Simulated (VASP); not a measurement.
Runs of VASP 6.6.1 on CoO. Symmetry: I4/mmm, No. 139, tetragonal system. The conventional cell has a = 3.016 Å, b = 3.016 Å, c = 4.215 Å, α = 90.00°, β = 90.00°, γ = 90.00°. Co (site symmetry 4/mmm) has 6 O at 2.11 to 2.13 Å within 2.8 Å. Within 2.8 Å of O (site symmetry 4/mmm) lie 6 Co at 2.11 to 2.13 Å. 

| potentials or basis | spin | fixed moment (μB) | cutoff (eV) | second run | gap on the mesh (eV) | pressure (GPa) | moment (μB) |
| --- | --- | --- | --- | --- | --- | --- | --- |
| VASP PAW PBE potentials, release 64 (Co_sv, O) | collinear, ferromagnetic start | - | 600 | valence_matched | none | -8.9 | 3.00 |
| VASP PAW PBE potentials, release 64 (Co, O) | collinear, ferrimagnetic start | - | 520 | - | none | -8.8 | 3.00 |
| VASP PAW PBE potentials, release 64 (Co_sv, O) | collinear, ferromagnetic start | 3.0 | 600 | valence_matched | - | -8.9 | 3.00 |
| VASP PAW PBE potentials, release 64 (Co, O) | collinear, ferrimagnetic start | 2.25 | 520 | - | - | -12.9 | 2.25 |
| VASP PAW PBE potentials, release 64 (Co, O) | collinear, zero start | 0.0 | 520 | - | - | -28.6 | 0.00 |
| VASP PAW PBE potentials, release 64 (Co, O) | collinear, ferromagnetic start | - | 520 | - | none | (a) | 3.00 |

Alike in all rows: task single point; level PBEsol+U; Co d U = 4.0 eV, J = 0.5 eV; cell as given; k mesh 9 × 9 × 9; smearing gaussian 0.05 eV.

Q: Estimate the missing entries.

A: (a) -8.6.

Caveats: the PAW data sets were made with another functional, which shifts forces and pressure a little; a cell with one magnetic atom can't hold antiferromagnetic order, which such compounds often take (some runs); the total moment is fixed, so each spin has its own Fermi level (some runs).

A gap of «none» marks levels without a gap at the run's occupations.

The runs don't all hold the same shells in valence.
